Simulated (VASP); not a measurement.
Crystal: Lu2Sc3N.

```
Lu Sc N
1.0
     5.55787    0.00000    0.00000
    -2.77893    4.81325    0.00000
     0.00000    0.00000    4.31203
Lu Sc N
2 3 1
Direct
  0.33333 0.66667 0.00000
  0.66667 0.33333 0.00000
  0.50000 0.00000 0.50000
  0.50000 0.50000 0.50000
  0.00000 0.50000 0.50000
  0.00000 0.00000 0.00000
```

The cell was built from a structure type or drawn by symmetry, and may not be a known phase.

```yaml
Program: VASP 6.6.1
Task: relaxation of cell and atoms
Functional: PBE
Potentials_or_basis: VASP PAW PBE potentials, release 64 (Lu, Sc_sv, N)
Cutoff: 600 eV
k_mesh: 6 × 6 × 4
Occupations: gaussian, width 0.1 eV
Spin: no spin polarisation
```

At the start: pressure 21.9 GPa; volume 19.23 Å³/atom.

**Question.** Where does the relaxation end?

**Answer.** Over 8 steps the energy falls by 675.6 meV/atom and the volume is 26.56 Å³/atom (+38.2 %); space group P6/mmm (No. 191, to 0.1 Å) before and after.

The path:
```tsv
step	energy change (eV)	largest force (eV/Å)	pressure (GPa)	volume (Å³)
1	0.0000	0.0000	21.94	115.35
2	-3.6343	0.0000	0.52	164.47
3	-3.6645	0.0000	-2.24	178.99
4	-3.6895	0.0000	-1.16	173.41
5	-3.9011	0.0000	-1.00	169.78
6	-4.0390	0.0000	-0.71	164.50
7	-4.0490	0.0000	-0.58	162.64
8	-4.0535	0.0000	0.12	159.38
```

Final structure:
```
Lu Sc N
1.0
     5.65102    0.00000    0.00000
    -2.82551    4.89392    0.00000
     0.00000    0.00000    5.76295
Lu Sc N
2 3 1
Direct
  0.33333 0.66667 0.00000
  0.66667 0.33333 0.00000
  0.50000 0.00000 0.50000
  0.50000 0.50000 0.50000
  0.00000 0.50000 0.50000
  0.00000 0.00000 0.00000
```

Caveat: the k points lie up to 0.27 Å⁻¹ apart in the final cell; the volume moved by over 15 % at a fixed basis, so the end points are rough.
